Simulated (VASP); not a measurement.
Here is a VASP 6.6.1 calculation.

The input INCAR:

```
SYSTEM = Sn
ALGO = Normal
EDIFF = 1E-6
ENCUT = 520
GGA = PE
ISIF = 2
ISMEAR = -1
LASPH = .TRUE.
LCHARG = .TRUE.
LELF = .TRUE.
LREAL = .FALSE.
LVHAR = .TRUE.
LWAVE = .FALSE.
NBANDS = 66
NELM = 80
PREC = Accurate
SIGMA = 0.02
```

KPOINTS

```
k-points
0
G
  6 6 2
  0 0 0
```

The input POSCAR:

```
Sn
1.0
    4.7155391291      0.0000000000      0.0000000000
   -2.3577695646      4.0837766783      0.0000000000
    0.0000000000      0.0000000000     15.3076999872
Sn
8
Direct
    0.0000000000      0.0000000000     -0.0001317997
    0.3333333333      0.6666666667      0.2491266027
    0.0000000000      0.0000000000      0.4998682003
    0.6666666667      0.3333333333      0.7491266027
    0.0000000000      0.0000000000      0.1876317997
    0.3333333333      0.6666666667      0.4383733973
    0.0000000000      0.0000000000      0.6876317997
    0.6666666667      0.3333333333      0.9383733973
```

Potentials or basis: VASP PAW PBE potentials, release 64 (Sn_d).

Launch:

```console
$ cat potpaw_PBE.64/Sn_d/POTCAR > POTCAR
$ mpirun -np 1 vasp_std > vasp.out
```

(1) Estimate the band gap on the k mesh.

(2) Estimate the pressure.

## Answers

(1) zero (band 56 reaches 4.94 eV, above the bottom of band 57 at 4.72 eV).

(2) -0.1 GPa.

Caveat: spin-orbit coupling is left out, which moves the levels of the heavy elements.
